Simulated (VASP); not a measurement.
# InAuC4N4 (P-43m) in VASP: notebook, part 3 of 3

VASP 6.6.1.

## Step 6: Relaxation of cell and atoms, PBE

This run uses another cell than the first one, of 25.82 Å³/atom.

File INCAR:

```
SYSTEM = InAuC4N4
PREC = Accurate ; ENCUT = 600
EDIFF = 1E-6 ; ISMEAR = 0
SIGMA = 0.02 ; LREAL = .False.
LASPH = .True. ; NELM = 80
ALGO = Normal ; ISIF = 3
LWAVE = .False. ; LCHARG = .False.
GGA = PE ; IBRION = 2
NSW = 100 ; EDIFFG = -0.01
```

File KPOINTS:

```
regular mesh
0
Gamma
  4 4 4
  0 0 0
```

File POSCAR:

```
InAuC4N4
1.0
    6.3673554169      0.0000000000      0.0000000000
    0.0000000000      6.3673554169      0.0000000000
    0.0000000000      0.0000000000      6.3673554169
In C Au N
1 4 1 4
Direct
    0.0000000000      0.0000000000      0.0000000000
    0.1958057159      0.1958057159      0.1958057159
    0.1958057159      0.8041942841      0.8041942841
    0.8041942841      0.1958057159      0.8041942841
    0.8041942841      0.8041942841      0.1958057159
    0.5000000000      0.5000000000      0.5000000000
    0.3012119809      0.3012119809      0.3012119809
    0.3012119809      0.6987880191      0.6987880191
    0.6987880191      0.3012119809      0.6987880191
    0.6987880191      0.6987880191      0.3012119809
```

Potentials or basis: VASP PAW PBE potentials, release 64 (In_d, C, Au, N).

On the command line:

```console
$ cat potpaw_PBE.64/In_d/POTCAR potpaw_PBE.64/C/POTCAR potpaw_PBE.64/Au/POTCAR potpaw_PBE.64/N/POTCAR > POTCAR
$ mpirun -np 1 vasp_std > vasp.out
```

OUTCAR:

```text
SYSTEM = InAuC4N4
   PREC = Accurate
   ENCUT = 600
   EDIFF = 1E-6
   ISMEAR = 0
   LREAL = .False.
   LASPH = .True.
   NELM = 80
   ISIF = 3
   GGA = PE
   IBRION = 2
   NSW = 100
   EDIFFG = -0.01

 ion  position               nearest neighbor table
   1  0.000  0.000  0.000-   2 2.16   3 2.16   4 2.16   5 2.16
   2  0.196  0.196  0.196-   7 1.16   1 2.16
   3  0.196  0.804  0.804-   8 1.16   1 2.16
   4  0.804  0.196  0.804-   9 1.16   1 2.16
   5  0.804  0.804  0.196-  10 1.16   1 2.16
   6  0.500  0.500  0.500-   7 2.19   8 2.19   9 2.19  10 2.19
   7  0.301  0.301  0.301-   2 1.16   6 2.19
   8  0.301  0.699  0.699-   3 1.16   6 2.19
   9  0.699  0.301  0.699-   4 1.16   6 2.19
  10  0.699  0.699  0.301-   5 1.16   6 2.19

  LATTYP: Found a simple cubic cell.
 ALAT       =     6.3673554169

  Lattice vectors:

 A1 = (   6.3673554169,   0.0000000000,   0.0000000000)
 A2 = (   0.0000000000,   6.3673554169,   0.0000000000)
 A3 = (   0.0000000000,   0.0000000000,   6.3673554169)

Analysis of symmetry for initial positions (statically):
=====================================================================
 Subroutine PRICEL returns:
 Original cell was already a primitive cell.

 Routine SETGRP: Setting up the symmetry group for a
 simple cubic supercell.

 Subroutine GETGRP returns: Found 24 space group operations
 (whereof 24 operations were pure point group operations)
 out of a pool of 48 trial point group operations.

The static configuration has the point symmetry T_d .

Analysis of symmetry for dynamics (positions and initial velocities):
=====================================================================
 Subroutine PRICEL returns:
 Original cell was already a primitive cell.

 Routine SETGRP: Setting up the symmetry group for a
 simple cubic supercell.

 Subroutine GETGRP returns: Found 24 space group operations
 (whereof 24 operations were pure point group operations)
 out of a pool of 48 trial point group operations.
[... 110 lines left out ...]
   POTIM  = 0.5000    time-step for ionic-motion
   TEBEG  =    0.0;   TEEND  =   0.0 temperature during run
   PSTRESS=    0.0 pullay stress
   NELECT =      60.0000    total number of electrons
   NUPDOWN=      -1.0000    fix difference up-down
   EMIN   =  10.00;   EMAX   =-10.00  energy-range for DOS
   EFERMI =   0.00;   METHOD = LEGACY
   ISMEAR =     0;   SIGMA  =   0.02  broadening in eV -4-tet -1-fermi 0-gaus
   EFERMI_NEDOS =   21; number of points for ismear=-14 and -15
   IALGO  =     38    algorithm
   IMIX   =      4    mixing-type and parameters
     AMIX     =   0.40;   BMIX     =  1.00
     AMIX_MAG =   1.60;   BMIX_MAG =  1.00
  volume/ion in A,a.u.               =      25.82       174.21
  Fermi-wavevector in a.u.,A,eV,Ry     =   1.006544  1.902093 13.784485  1.013131
  Thomas-Fermi vector in A             =   2.139293
   LORBIT       =      0    0 simple, 1 ext, 2 COOP (PROOUT), +10 PAW based schemes
   GGA     = PE    functional components
   LHFCALC =     F    Hartree Fock is set to
   AEXX    =    0.0000 exact exchange contribution
   IVDW    =     0    specifies the selected vdW correction
   LEPSILON=     F    determine dielectric tensor
   LRPA    =     F    only Hartree local field effects (RPA)
 conjugate gradient relaxation of ions
 non-spin polarized calculation
 Gauss-broadening in eV      SIGMA  =   0.02
  energy-cutoff  :      600.00
  volume of cell :      258.15
 maximum number of plane-waves:      8642
 NGX is ok and might be reduce to    54
   NGX = 25   NGY = 25   NGZ = 25

--------------------------------------- Ionic step        1  -------------------------------------------

 number of electron      60.0000003 magnetization

 Free energy of the ion-electron system (eV)
  ---------------------------------------------------
  ext. energy  EPLUGINS =         0.00000000
  ---------------------------------------------------
  free energy    TOTEN  =       -70.02222906 eV

  energy without entropy =      -70.02222906  energy(sigma->0) =      -70.02222906

------------------------ aborting loop because EDIFF is reached ----------------------------------------

  FORCE on cell =-STRESS in cart. coord.  units (eV):
  Direction    XX          YY          ZZ          XY          YZ          ZX
  --------------------------------------------------------------------------------------
  -------------------------------------------------------------------------------------
  Total        0.5652443      0.5652443      0.5652443      0.0000000     -0.0000000      0.0000000
  in kB        3.5080800      3.5080800      3.5080800      0.0000000     -0.0000000      0.0000000
  external PRESSURE =       3.5080800 kB  Pullay stress =       0.0000000 kB
[... 163 lines left out ...]
--------------------------------------- Ionic step        5  -------------------------------------------

 number of electron      60.0000003 magnetization

 Free energy of the ion-electron system (eV)
  ---------------------------------------------------
  ext. energy  EPLUGINS =         0.00000000
  ---------------------------------------------------
  free energy    TOTEN  =       -70.02467923 eV

  energy without entropy =      -70.02467923  energy(sigma->0) =      -70.02467923

 E-fermi :  -1.3646     XC(G=0):  -6.5749

 val. band max:       -1.5049392045   @ k =   0.5000   0.5000   0.0000
 cond. band min:       2.1721721841   @ k =   0.2500   0.2500   0.2500
 fundamental gap:      3.6771113886
 Fermi energy:        -1.3646493437

 k-point     1 :       0.0000    0.0000    0.0000
  band No.  band energies     occupation
      1     -18.7506      2.00000
      2     -18.6975      2.00000
      3     -18.6975      2.00000
      4     -18.6975      2.00000
      5     -15.8353      2.00000
      6     -15.8353      2.00000
[... 416 lines left out ...]
  FREE ENERGIE OF THE ION-ELECTRON SYSTEM (eV)
  ---------------------------------------------------
  free  energy   TOTEN  =       -70.0246792328 eV

  energy  without entropy=      -70.0246792328  energy(sigma->0) =      -70.02467923

 reached required accuracy - stopping structural energy minimisation
```

Run time: 4.1 min. Hardware: 1 thread of Intel Xeon 6975P-C (Granite Rapids), shared host; peak memory 0.51 GiB.

What came out:

```
Free energy                           : -70.0247 eV
Relaxed volume                        : 25.85 Å³/atom
Relaxed cell                          : a = 6.370 Å, b = 6.370 Å, c = 6.370 Å, α = 90.00°, β = 90.00°, γ = 90.00°
Space group after relaxing (to 0.1 Å) : P-43m (No. 215)
Energy gained by relaxing             : 0.2 meV/atom
Ionic steps                           : 5
Pressure after relaxing               : 0.0 GPa
Largest force after relaxing          : 0.005 eV/Å
Band gap on the k mesh                : 3.68 eV (least direct gap 3.70 eV)
```

Forces on the atoms (eV/Å):
```
In   0.000  0.000  0.000
C    0.002  0.002  0.002
C    0.002 -0.002 -0.002
C   -0.002  0.002 -0.002
C   -0.002 -0.002  0.002
Au   0.000  0.000  0.000
N    0.003  0.003  0.003
N    0.003 -0.003 -0.003
N   -0.003  0.003 -0.003
N   -0.003 -0.003  0.003
```

The path:
```
step  energy change (eV)  largest force (eV/Å)  pressure (GPa)  volume (Å³)
   1              0.0000                0.3816            0.35       258.15
   2              0.2806                3.8315           -3.25       260.27
   3             -0.0024                0.0239            0.02       258.33
   4             -0.0024                0.0115            0.03       258.32
   5             -0.0025                0.0047            0.00       258.46
```

Final structure:
```
In C Au N
1.0
     6.36986    0.00000    0.00000
     0.00000    6.36986    0.00000
     0.00000    0.00000    6.36986
In C Au N
1 4 1 4
Direct
  0.00000 0.00000 0.00000
  0.19571 0.19571 0.19571
  0.19571 0.80429 0.80429
  0.80429 0.19571 0.80429
  0.80429 0.80429 0.19571
  0.50000 0.50000 0.50000
  0.30137 0.30137 0.30137
  0.30137 0.69863 0.69863
  0.69863 0.30137 0.69863
  0.69863 0.69863 0.30137
```

Levels at points of the mesh, in eV from the valence-band top:
```
           k point  band 26  band 27  band 28  band 29  band 30  band 31  band 32  band 33  band 34  band 35
(0.00, 0.00, 0.00)    -1.19    -1.19    -0.18    -0.18    -0.18     3.81     3.81     3.81     4.07     4.63
(0.50, 0.00, 0.00)    -1.18    -1.13    -0.13    -0.01    -0.01     3.69     3.69     3.93     4.45     4.47
(0.50, 0.50, 0.00)    -1.17    -1.12    -0.14     0.00     0.00     3.82     3.82     3.86     4.29     4.64
(0.50, 0.50, 0.50)    -1.15    -1.15    -0.12    -0.12    -0.12     3.98     3.98     3.98     4.34     4.75
```

Caveat: spin-orbit coupling is left out, which moves the levels of the heavy elements.

## Step 7: The runs side by side

| task | cell | cutoff (eV) | smearing | gap on the mesh (eV) | pressure (GPa) | relaxed volume (Å³/atom) | largest force (eV/Å) |
| --- | --- | --- | --- | --- | --- | --- | --- |
| single point | a = 5.980 Å, 10 atoms, atomic positions A | 520 | gaussian 0.1 eV | 3.61 | 9.2 | - | 2.91 |
| single point | a = 6.367 Å, 10 atoms, atomic positions B | 520 | gaussian 0.1 eV | 3.69 | 0.4 | - | 0.41 |
| single point | a = 6.375 Å, 10 atoms, atomic positions B | 520 | gaussian 0.02 eV | 3.69 | 0.3 | - | 0.43 |
| relaxation of cell and atoms | relaxed from a = 5.980 Å, 10 atoms, atomic positions A | 600 | gaussian 0.1 eV | 3.68 | 0.2 | 25.74 | 0.02 |
| relaxation of cell and atoms | relaxed from a = 6.367 Å, 10 atoms, atomic positions B | 600 | gaussian 0.02 eV | 3.68 | 0.0 | 25.85 | - |

Alike in all rows: level PBE; potentials or basis VASP PAW PBE potentials, release 64 (In_d, C, Au, N); no spin polarisation; k mesh 4 × 4 × 4.

Caveats: spin-orbit coupling is left out, which moves the levels of the heavy elements; the cell stands under pressure (at least some runs); forces of over 1 eV/Å act on the atoms, so gaps and moduli don't describe the material at rest (at least some runs); the volume moved by over 15 % at a fixed basis, so the end points are rough (at least some runs).

Total energies depend on the potentials used, so only differences within one code and one set of settings carry meaning.
